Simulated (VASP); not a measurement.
**GaAs: single point with PBE**

Crystal: GaAs.

```
Ga As
1.0
     0.00000    2.83308    2.83308
     2.83308    0.00000    2.83308
     2.83308    2.83308    0.00000
Ga As
1 1
Direct
  0.00000 0.00000 0.00000
  0.25000 0.25000 0.25000
```

- Program: VASP 6.6.1
- Task: single point
- Functional: PBE
- Potentials or basis: VASP PAW PBE potentials, release 64 (Ga_d, As)
- Cutoff: 500 eV
- k mesh: 4 × 4 × 4
- Occupations: gaussian, width 0.01 eV
- Spin: no spin polarisation

```yaml
Pressure: 3.2 GPa
Band_gap_on_the_k_mesh: 0.46 eV, direct
```

Levels at points of the mesh, in eV from the valence-band top:
| k point | band 6 | band 7 | band 8 | band 9 | band 10 | band 11 | band 12 | band 13 |
| --- | --- | --- | --- | --- | --- | --- | --- | --- |
| (0.00, 0.00, 0.00) | -12.68 | 0.00 | 0.00 | 0.00 | 0.46 | 3.69 | 3.69 | 3.69 |
| (0.50, 0.00, 0.00) | -10.93 | -6.63 | -1.14 | -1.14 | 0.96 | 4.60 | 4.60 | 7.73 |
| (0.50, 0.50, 0.00) | -10.19 | -6.82 | -2.67 | -2.67 | 1.45 | 1.64 | 10.09 | 10.09 |

It took 11 s on 1 thread of Intel(R) Xeon(R) Platinum 8488C (Sapphire Rapids), on a shared host, peak memory 0.16 GiB.

Caveat: the k points lie up to 0.48 Å⁻¹ apart. PBE gaps usually lie below the measured ones, often by a third to a half.
